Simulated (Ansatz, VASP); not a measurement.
AlCo: VASP beside Ansatz

```xyz
2
Lattice="0.0000 2.4510 2.4510 2.4510 0.0000 2.4510 2.4510 2.4510 0.0000" Properties=species:S:1:pos:R:3 pbc="T T T"
Al    0.0000    0.0000    0.0000
Co    2.4510    2.4510    2.4510
```

Alike in both runs: task relaxation of cell and atoms; functional PBE; k mesh 6 × 6 × 6; occupations gaussian, width 0.1 eV; collinear spin.

|  | VASP | Ansatz |
| --- | --- | --- |
| version | VASP 6.6.1 | Ansatz 0.2.0 |
| potentials or method | VASP PAW PBE potentials, release 64 (Al, Co), cutoff 600 eV | scalar-relativistic, plane waves, PAW |
| valence electrons in the cell | 12 | 20 |

|  | VASP | Ansatz | Ansatz less VASP |
| --- | --- | --- | --- |
| gap on the k mesh at the Fermi level, each at its own relaxed structure (eV) | none | none | - |
| net moment per atom (μB) | 0.13 | 0.13 | +0.004 |
| size of the moment on the site where the two differ most (μB) | 0.26 | 0.26 | +0.001 |
| relaxed volume (Å³/atom) | 13.73 | 13.75 | +0.025 |
| relaxed cell length with the largest relative difference (Å) | 3.386 | 3.388 | +0.0021 |

Site moments also hang on the region over which each program counts them. A gap of «none» marks a metal or a gap that the smearing closes. VASP's potentials hold 12 valence electrons a cell and Ansatz's 20, so a difference there can come from the potentials and not from the codes. Ansatz's warnings: seeded moment not kept.

The k mesh is coarse, so the values compare programs but aren't converged.
